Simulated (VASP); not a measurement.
# SnTe (I4/mmm) in VASP: further runs

SnTe is run at these levels: LDA; tasks: single point.

Program: VASP 6.6.1. These are calculated values, not measurements. Logs are shortened: lines on timing, memory, paths and dates and some standing lists are left out, and cuts for length are marked.

## 1. The cell of the first run

It takes space group I4/mmm (No. 139, tetragonal). Conventional cell: a = 4.464 Å, b = 4.464 Å, c = 6.439 Å, α = 90.00°, β = 90.00°, γ = 90.00°. Sn (site symmetry 4/mmm) has 6 Te at 3.16 to 3.22 Å within 4.2 Å. Te (site symmetry 4/mmm) has 6 Sn at 3.16 to 3.22 Å within 4.2 Å.

## 2. Single point, LDA (strain +0.0200 x Voigt [0, 1, 0, 0, 0, 0])

File INCAR:

```
SYSTEM = SnTe
PREC = Accurate ; ENCUT = 520
EDIFF = 1E-7 ; ISMEAR = 0
SIGMA = 0.03 ; LREAL = .False.
LASPH = .True. ; NELM = 100
ALGO = Normal ; ISIF = 2
LWAVE = .False. ; LCHARG = .False.
NBANDS = 17
```

File KPOINTS:

```
Automatic mesh
0
Gamma
  10 10 10
  0 0 0
```

File POSCAR:

```
SnTe
1.0
    0.0000000000      3.2196300000      3.1565000000
    3.1565000000      0.0000000000      3.1565000000
    3.1565000000      3.2196300000      0.0000000000
Sn Te
1 1
Direct
    0.0000000000      0.0000000000      0.0000000000
    0.5000000000      0.5000000000      0.5000000000
```

Potentials or basis: VASP PAW LDA potentials, release 64 (Sn_d, Te).

Command:

```sh
$ cat potpaw_LDA.64/Sn_d/POTCAR potpaw_LDA.64/Te/POTCAR > POTCAR
$ mpirun -np 1 vasp_std > vasp.out
```

OUTCAR:

```text
SYSTEM = SnTe
   PREC = Accurate
   ENCUT = 520
   EDIFF = 1E-7
   ISMEAR = 0
   LREAL = .False.
   LASPH = .True.
   NELM = 100
   ISIF = 2

 ion  position               nearest neighbor table
   1  0.000  0.000  0.000-   2 3.16   2 3.16   2 3.16   2 3.16   2 3.22   2 3.22
   2  0.500  0.500  0.500-   1 3.16   1 3.16   1 3.16   1 3.16   1 3.22   1 3.22

  LATTYP: Found a body centered tetragonal cell.
 ALAT       =     4.4639651096
 C/A-ratio  =     1.4424978336

  Lattice vectors:

 A1 = (   0.0000000000,  -3.2196300000,   3.1565000000)
 A2 = (   0.0000000000,  -3.2196300000,  -3.1565000000)
 A3 = (   3.1565000000,   3.2196300000,   0.0000000000)

Analysis of symmetry for initial positions (statically):
=====================================================================
 Subroutine PRICEL returns:
 Original cell was already a primitive cell.

 Routine SETGRP: Setting up the symmetry group for a
 body centered tetragonal supercell.

 Subroutine GETGRP returns: Found 16 space group operations
 (whereof 16 operations were pure point group operations)
 out of a pool of 16 trial point group operations.

The static configuration has the point symmetry D_4h.

Analysis of symmetry for dynamics (positions and initial velocities):
=====================================================================
 Subroutine PRICEL returns:
 Original cell was already a primitive cell.

 Routine SETGRP: Setting up the symmetry group for a
 body centered tetragonal supercell.

 Subroutine GETGRP returns: Found 16 space group operations
 (whereof 16 operations were pure point group operations)
 out of a pool of 16 trial point group operations.

The dynamic configuration has the point symmetry D_4h.

 Subroutine INISYM returns: Found 16 space group operations
 (whereof 16 operations are pure point group operations),
 and found     1 'primitive' translations

----------------------------------------------------------------------------------------

                                     Primitive cell

  volume of cell :      64.1575

  direct lattice vectors                    reciprocal lattice vectors
     0.000000000  3.219630000  3.156500000    -0.158403295  0.155297348  0.158403295
     3.156500000  0.000000000  3.156500000     0.158403295 -0.155297348  0.158403295
     3.156500000  3.219630000  0.000000000     0.158403295  0.155297348 -0.158403295

  length of vectors
     4.508825744  4.463965110  4.508825744     0.272581133  0.272581133  0.272581133

  position of ions in fractional coordinates (direct lattice)
     0.000000000  0.000000000  0.000000000
     0.500000000  0.500000000  0.500000000

  ion indices of the primitive-cell ions
   primitive index   ion index
                 1           1
                 2           2

----------------------------------------------------------------------------------------

 KPOINTS: Automatic mesh

Automatic generation of k-mesh.
 Grid dimensions read from file:
 generate k-points for:   10   10   10

 Generating k-lattice:

  Cartesian coordinates                     Fractional coordinates (reciprocal lattice)
    -0.015840329  0.015529735  0.015840329     0.100000000  0.000000000  0.000000000
     0.015840329 -0.015529735  0.015840329     0.000000000  0.100000000  0.000000000
     0.015840329  0.015529735 -0.015840329     0.000000000  0.000000000  0.100000000

  Length of vectors
     0.027258113  0.027258113  0.027258113

  Shift w.r.t. Gamma in fractional coordinates (k-lattice)
     0.000000000  0.000000000  0.000000000

 Subroutine IBZKPT returns following result:
 ===========================================

 Found    102 irreducible k-points:

 Following reciprocal coordinates:
            Coordinates               Weight
  0.000000  0.000000  0.000000      1.000000
  0.100000  0.000000  0.000000      8.000000
  0.200000  0.000000  0.000000      8.000000
  0.300000  0.000000  0.000000      8.000000
  0.400000  0.000000  0.000000      8.000000
  0.500000  0.000000  0.000000      4.000000
[... 16 lines left out ...]
  0.300000  0.300000  0.000000      4.000000
  0.400000  0.300000  0.000000     16.000000
 [... further k-points ...]
   k-points           NKPTS =    102   k-points in BZ     NKDIM =    102   number of bands    NBANDS=     17
   number of dos      NEDOS =    301   number of ions     NIONS =      2
   total plane-waves  NPLWV =  46656
   dimension x,y,z NGX =    36 NGY =   36 NGZ =   36
   dimension x,y,z NGXF=    72 NGYF=   72 NGZF=   72
   ions per type =               1   1
   NGX,Y,Z   is equivalent  to a cutoff of  13.27, 13.41, 13.27 a.u.
   NGXF,Y,Z  is equivalent  to a cutoff of  26.55, 26.81, 26.55 a.u.
 SYSTEM =  SnTe
   PREC   = accura    normal or accurate (medium, high low for compatibility)
   ISTART =      0    job   : 0-new  1-cont  2-samecut
   ICHARG =      2    charge: 1-file 2-atom 10-const
   ISPIN  =      1    spin polarized calculation?
   LNONCOLLINEAR =      F non collinear calculations
   LSORBIT =      F    spin-orbit coupling
   LASPH  =      T    aspherical Exc in radial PAW
   ENCUT  =  520.0 eV  38.22 Ry    6.18 a.u.   8.38  8.30  8.38*2*pi/ulx,y,z
   NELM   =    100;   NELMIN=  2; NELMDL= -5     # of ELM steps
   EDIFF  = 0.1E-06   stopping-criterion for ELM
   LREAL  =      F    real-space projection
   EDIFFG = 0.1E-05   stopping-criterion for IOM
   NSW    =      0    number of steps for IOM
   IBRION =     -1    ionic relax: 0-MD 1-quasi-New 2-CG
   NFREE  =      0    steps in history (QN), initial steepest desc. (CG)
   ISIF   =      2    stress and relaxation
   ISYM   =      2    0-nonsym 1-usesym 2-fastsym
   POTIM  = 0.5000    time-step for ionic-motion
   TEBEG  =    0.0;   TEEND  =   0.0 temperature during run
   PSTRESS=    0.0 pullay stress
   NELECT =      20.0000    total number of electrons
   NUPDOWN=      -1.0000    fix difference up-down
   EMIN   =  10.00;   EMAX   =-10.00  energy-range for DOS
   EFERMI =   0.00;   METHOD = LEGACY
   ISMEAR =     0;   SIGMA  =   0.03  broadening in eV -4-tet -1-fermi 0-gaus
   EFERMI_NEDOS =   21; number of points for ismear=-14 and -15
   IALGO  =     38    algorithm
   IMIX   =      4    mixing-type and parameters
     AMIX     =   0.40;   BMIX     =  1.00
     AMIX_MAG =   1.60;   BMIX_MAG =  1.00
  volume/ion in A,a.u.               =      32.08       216.48
  Fermi-wavevector in a.u.,A,eV,Ry     =   1.110032  2.097657 16.764716  1.232172
  Thomas-Fermi vector in A             =   2.246579
   LORBIT       =      0    0 simple, 1 ext, 2 COOP (PROOUT), +10 PAW based schemes
   GGA     = CA    functional components
   LHFCALC =     F    Hartree Fock is set to
   AEXX    =    0.0000 exact exchange contribution
   IVDW    =     0    specifies the selected vdW correction
   LEPSILON=     F    determine dielectric tensor
   LRPA    =     F    only Hartree local field effects (RPA)
 non-spin polarized calculation
 Gauss-broadening in eV      SIGMA  =   0.03
  energy-cutoff  :      520.00
  volume of cell :       64.16
 maximum number of plane-waves:      1750
 NGX is ok and might be reduce to    36
   NGX = 17   NGY = 17   NGZ = 17

 number of electron      20.0000003 magnetization

 Free energy of the ion-electron system (eV)
  ---------------------------------------------------
  ext. energy  EPLUGINS =         0.00000000
  ---------------------------------------------------
  free energy    TOTEN  =        -8.79884648 eV

  energy without entropy =       -8.79881205  energy(sigma->0) =       -8.79882927

 E-fermi :   6.4058     XC(G=0):  -9.6295

 val. band max:        6.3707219990   @ k =   0.5000   0.0000   0.0000
 cond. band min:       6.4409277998   @ k =   0.5000   0.0000   0.0000
 fundamental gap:      0.0702058007
 Fermi energy:         6.4058248988

 k-point     1 :       0.0000    0.0000    0.0000
  band No.  band energies     occupation
      1     -15.3627      2.00000
      2     -15.3558      2.00000
      3     -15.3532      2.00000
      4     -15.3532      2.00000
      5     -15.3478      2.00000
      6      -6.2149      2.00000
[... 9 lines left out ...]
     16      11.2889      0.00000
     17      13.1133      0.00000

 k-point     2 :       0.1000    0.0000    0.0000
  band No.  band energies     occupation
      1     -15.3630      2.00000
      2     -15.3562      2.00000
      3     -15.3530      2.00000
      4     -15.3527      2.00000
      5     -15.3473      2.00000
      6      -6.1336      2.00000
[... 9 lines left out ...]
     16      11.4848      0.00000
     17      13.6993      0.00000

 k-point     3 :       0.2000    0.0000    0.0000
  band No.  band energies     occupation
      1     -15.3638      2.00000
      2     -15.3575      2.00000
      3     -15.3524      2.00000
      4     -15.3512      2.00000
      5     -15.3461      2.00000
      6      -5.8990      2.00000
[... 9 lines left out ...]
     16      12.0356      0.00000
     17      15.0360      0.00000

 k-point     4 :       0.3000    0.0000    0.0000
  band No.  band energies     occupation
      1     -15.3649      2.00000
      2     -15.3593      2.00000
      3     -15.3517      2.00000
      4     -15.3492      2.00000
      5     -15.3443      2.00000
      6      -5.5475      2.00000
[... 9 lines left out ...]
     16      12.9095      0.00000
     17      16.5921      0.00000

 k-point     5 :       0.4000    0.0000    0.0000
  band No.  band energies     occupation
      1     -15.3659      2.00000
      2     -15.3607      2.00000
      3     -15.3512      2.00000
      4     -15.3476      2.00000
      5     -15.3427      2.00000
      6      -5.1763      2.00000
[... 9 lines left out ...]
     16      14.1148      0.00000
     17      16.1709      0.00000

 k-point     6 :       0.5000    0.0000    0.0000
  band No.  band energies     occupation
      1     -15.3663      2.00000
      2     -15.3613      2.00000
      3     -15.3510      2.00000
      4     -15.3469      2.00000
      5     -15.3421      2.00000
      6      -4.9972      2.00000
[... 9 lines left out ...]
     16      15.1859      0.00000
     17      15.3170      0.00000

 k-point     7 :       0.1000    0.1000    0.0000
  band No.  band energies     occupation
      1     -15.3627      2.00000
      2     -15.3567      2.00000
      3     -15.3536      2.00000
      4     -15.3524      2.00000
      5     -15.3468      2.00000
      6      -6.1044      2.00000
[... 9 lines left out ...]
     16      11.8464      0.00000
     17      13.2566      0.00000

 k-point     8 :       0.2000    0.1000    0.0000
  band No.  band energies     occupation
      1     -15.3631      2.00000
      2     -15.3578      2.00000
      3     -15.3535      2.00000
      4     -15.3512      2.00000
      5     -15.3454      2.00000
      6      -5.9192      2.00000
[... 9 lines left out ...]
     16      12.4465      0.00000
     17      13.9676      0.00000
[... 203 lines left out ...]
      1     -15.3668      2.00000
      2     -15.3610      2.00000
      3     -15.3521      2.00000
      4     -15.3471      2.00000
      5     -15.3406      2.00000
      6      -4.9078      2.00000
[... 9 lines left out ...]
     16      15.4209      0.00000
     17      16.0756      0.00000

 k-point    20 :      -0.4000    0.2000    0.0000
  band No.  band energies     occupation
      1     -15.3663      2.00000
      2     -15.3617      2.00000
      3     -15.3505      2.00000
      4     -15.3477      2.00000
      5     -15.3413      2.00000
      6      -4.8659      2.00000
[... 9 lines left out ...]
     16      14.0548      0.00000
     17      16.8641      0.00000

 k-point    21 :      -0.3000    0.2000    0.0000
  band No.  band energies     occupation
      1     -15.3658      2.00000
      2     -15.3611      2.00000
      3     -15.3500      2.00000
      4     -15.3484      2.00000
      5     -15.3429      2.00000
      6      -5.1028      2.00000
[... 9 lines left out ...]
     16      14.3262      0.00000
     17      15.7949      0.00000

 k-point    22 :      -0.2000    0.2000   -0.0000
  band No.  band energies     occupation
      1     -15.3654      2.00000
      2     -15.3594      2.00000
      3     -15.3510      2.00000
      4     -15.3486      2.00000
      5     -15.3447      2.00000
      6      -5.4415      2.00000
[... 9 lines left out ...]
     16      14.5977      0.00000
     17      14.8968      0.00000

 k-point    23 :       0.3000    0.3000    0.0000
  band No.  band energies     occupation
      1     -15.3679      2.00000
      2     -15.3576      2.00000
      3     -15.3556      2.00000
      4     -15.3472      2.00000
      5     -15.3406      2.00000
      6      -5.3303      2.00000
[... 9 lines left out ...]
     16      14.9357      0.00000
     17      14.9876      0.00000

 k-point    24 :       0.4000    0.3000    0.0000
  band No.  band energies     occupation
      1     -15.3696      2.00000
      2     -15.3577      2.00000
      3     -15.3555      2.00000
      4     -15.3461      2.00000
      5     -15.3392      2.00000
      6      -5.0610      2.00000
[... 9 lines left out ...]
     16      15.5602      0.00000
     17      16.0369      0.00000

 [... further k-points ...]

------------------------ aborting loop because EDIFF is reached ----------------------------------------

  FORCE on cell =-STRESS in cart. coord.  units (eV):
  Direction    XX          YY          ZZ          XY          YZ          ZX
  --------------------------------------------------------------------------------------
  -------------------------------------------------------------------------------------
  Total       -0.7027191     -1.5563486     -0.7027191      0.0000000     -0.0000000      0.0000000
  in kB      -17.5486946    -38.8660055    -17.5486946      0.0000000     -0.0000000      0.0000000
  external PRESSURE =     -24.6544649 kB  Pullay stress =       0.0000000 kB

 VOLUME and BASIS-vectors are now :
 -----------------------------------------------------------------------------
  energy-cutoff  :      520.00
  volume of cell :       64.16
      direct lattice vectors                 reciprocal lattice vectors
     0.000000000  3.219630000  3.156500000    -0.158403295  0.155297348  0.158403295
     3.156500000  0.000000000  3.156500000     0.158403295 -0.155297348  0.158403295
     3.156500000  3.219630000  0.000000000     0.158403295  0.155297348 -0.158403295

 POSITION                                       TOTAL-FORCE (eV/Angst)
 -----------------------------------------------------------------------------------
      0.00000      0.00000      0.00000        -0.000000      0.000000      0.000000
      3.15650      3.21963      3.15650         0.000000      0.000000      0.000000
 -----------------------------------------------------------------------------------
    total drift:                               -0.000000      0.000000      0.000000

  FREE ENERGIE OF THE ION-ELECTRON SYSTEM (eV)
  ---------------------------------------------------
  free  energy   TOTEN  =        -8.7988464846 eV

  energy  without entropy=       -8.7988120470  energy(sigma->0) =       -8.79882927
```

It took 50 s on 1 thread of Intel Xeon 6975P-C (Granite Rapids), shared host; peak memory 0.24 GiB.

Results:

```yaml
Free_energy: -8.7988 eV
Pressure: -2.5 GPa
Band_gap_on_the_k_mesh: 0.07 eV, direct
```

Levels at points of the mesh, in eV from the valence-band top:
| k point | band 8 | band 9 | band 10 | band 11 | band 12 | band 13 |
| --- | --- | --- | --- | --- | --- | --- |
| (0.00, 0.00, 0.00) | -2.07 | -2.07 | -1.86 | 2.98 | 3.44 | 3.44 |
| (0.50, 0.00, 0.00) | -1.69 | -1.63 | 0.00 | 0.07 | 0.40 | 0.46 |
| (0.50, 0.50, 0.00) | -5.35 | -3.68 | -3.46 | 2.30 | 4.51 | 5.01 |
| (0.50, 0.00, 0.50) | -5.31 | -3.52 | -3.52 | 2.36 | 4.84 | 4.84 |

Caveat: the cell differs from its parent crystal (strain +0.0200 x Voigt [0, 1, 0, 0, 0, 0]); spin-orbit coupling is left out, which moves the levels of the heavy elements.

## 3. Single point, LDA (strain +0.0175 x Voigt [0, 1, 0, 0, 0, 0])

File INCAR:

```
PREC = Accurate
ENCUT = 520
EDIFF = 1E-6
ISMEAR = 0
SIGMA = 0.03
LREAL = False
LASPH = True
NELM = 80
ALGO = Normal
ISIF = 2
LWAVE = False
LCHARG = False
GGA = CA
NBANDS = 17
```

File KPOINTS:

```
regular mesh
0
Gamma
  10 10 10
```

File POSCAR:

```
SnTe
1.0
    0.0000000000      3.2117387500      3.1565000000
    3.1565000000      0.0000000000      3.1565000000
    3.1565000000      3.2117387500      0.0000000000
Sn Te
1 1
Direct
    0.0000000000      0.0000000000      0.0000000000
    0.5000000000      0.5000000000      0.5000000000
```

Potentials or basis: VASP PAW LDA potentials, release 64 (Sn_d, Te).

Command:

```sh
$ cat potpaw_LDA.64/Sn_d/POTCAR potpaw_LDA.64/Te/POTCAR > POTCAR
$ mpirun -np 1 vasp_std > vasp.out
```

Wall time 43 s (1 thread of Intel Xeon 6975P-C (Granite Rapids), shared host); peak memory 0.25 GiB.

It converged, with:

```
Free energy            : -8.8025 eV
Pressure               : -2.4 GPa
Band gap on the k mesh : 0.07 eV, direct
```

Stress tensor (GPa, compression positive):
```
-1.75  0.00  0.00
 0.00 -3.65  0.00
 0.00  0.00 -1.75
```

Levels at points of the mesh, in eV from the valence-band top:
| k point | band 7 | band 8 | band 9 | band 10 | band 11 | band 12 | band 13 | band 14 |
| --- | --- | --- | --- | --- | --- | --- | --- | --- |
| (0.00, 0.00, 0.00) | -4.83 | -2.07 | -2.07 | -1.89 | 3.02 | 3.42 | 3.42 | 4.79 |
| (0.50, 0.00, 0.00) | -8.21 | -1.69 | -1.64 | 0.00 | 0.07 | 0.40 | 0.45 | 7.72 |
| (0.50, 0.50, 0.00) | -6.52 | -5.37 | -3.68 | -3.48 | 2.30 | 4.55 | 4.99 | 6.27 |
| (0.50, 0.00, 0.50) | -6.41 | -5.33 | -3.54 | -3.54 | 2.34 | 4.84 | 4.84 | 6.00 |

Caveat: the cell differs from its parent crystal (strain +0.0175 x Voigt [0, 1, 0, 0, 0, 0]); spin-orbit coupling is left out, which moves the levels of the heavy elements. A k mesh can miss the band edges.
